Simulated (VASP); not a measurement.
Input of a VASP 6.6.1 run:

The input INCAR:

```
PREC     = Accurate       # precision mode
ENCUT    = 520            # plane-wave cutoff, eV
EDIFF    = 1E-7           # SCF threshold, eV
ISMEAR   = -1             # smearing method
SIGMA    = 0.13605693000000002 # smearing width, eV
LREAL    = F              # projectors in reciprocal space
LASPH    = T              # aspherical terms in the spheres
NELM     = 100            # most SCF steps
ALGO     = Normal         # electronic algorithm
ISIF     = 2              # what is computed and relaxed
LWAVE    = F              # write WAVECAR
LCHARG   = F              # write CHGCAR
NBANDS   = 12             # bands
```

Contents of KPOINTS:

```
Automatic mesh
0
Gamma
  13 13 13
```

File POSCAR:

```
In
1.0
   -1.8423840788      1.8423840788      1.8423840788
    1.8423840788     -1.8423840788      1.8423840788
    1.8423840788      1.8423840788     -1.8423840788
In
1
Direct
    0.0000000000      0.0000000000      0.0000000000
```

Potentials or basis: VASP PAW LDA potentials, release 64 (In_d).

Run with:

```sh
$ cat potpaw_LDA.64/In_d/POTCAR > POTCAR
$ mpirun -np 1 vasp_std > vasp.out
```

Q: Estimate the pressure.

A: -0.3 GPa.
